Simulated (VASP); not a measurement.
Set up this calculation in VASP 6.6.1, as the native input.

```yaml
Task: single point
Functional: PBEsol
Potentials_or_basis: VASP PAW PBE potentials, release 64 (Cd, Se)
Cutoff: 520 eV
k_mesh: 6 × 6 × 4
Occupations: gaussian, width 0.01 eV
Spin: no spin polarisation
Dipole_correction: no
Further_INCAR_settings: ALGO = Normal; EDIFF = 1e-06; NBANDS = 26
```

The structure of CdSe (Cadmoselite) lies in POSCAR:

```
CdSe
1.0
    4.3663328084      0.0000000000      0.0000000000
   -2.1831664042      3.7813551335      0.0000000000
    0.0000000000      0.0000000000      7.1195710566
Cd Se
2 2
Direct
    0.3333333333      0.6666666667      0.0045112659
    0.6666666667      0.3333333333      0.5045112659
    0.3333333333      0.6666666667      0.3804887341
    0.6666666667      0.3333333333      0.8804887341
```

These files were run (other wordings do the same):

INCAR

```
SYSTEM = CdSe
  PREC = Accurate
  ENCUT = 520
  EDIFF = 1E-6
  ISMEAR = 0
  SIGMA = 0.01
  LREAL = .False.
  LASPH = .True.
  NELM = 80
  ALGO = Normal
  ISIF = 2
  LWAVE = .False.
  LCHARG = .False.
  GGA = PS
  NBANDS = 26
```

KPOINTS

```
regular mesh
0
Gamma
  6 6 4
  0 0 0
```

Potentials or basis: VASP PAW PBE potentials, release 64 (Cd, Se).

Run with:

```sh
$ cat potpaw_PBE.64/Cd/POTCAR potpaw_PBE.64/Se/POTCAR > POTCAR
$ mpirun -np 1 vasp_std > vasp.out
```

Results of the run:

```json
{
 "Pressure": "-1.8 GPa",
 "Band gap on the k mesh": "0.45 eV, direct"
}
```

Caveat: the PAW data sets were made with another functional, which shifts forces and pressure a little.

Wall time 25 s on 1 thread of Intel(R) Xeon(R) 6975P-C (Granite Rapids) (shared host), peak memory 0.24 GiB.
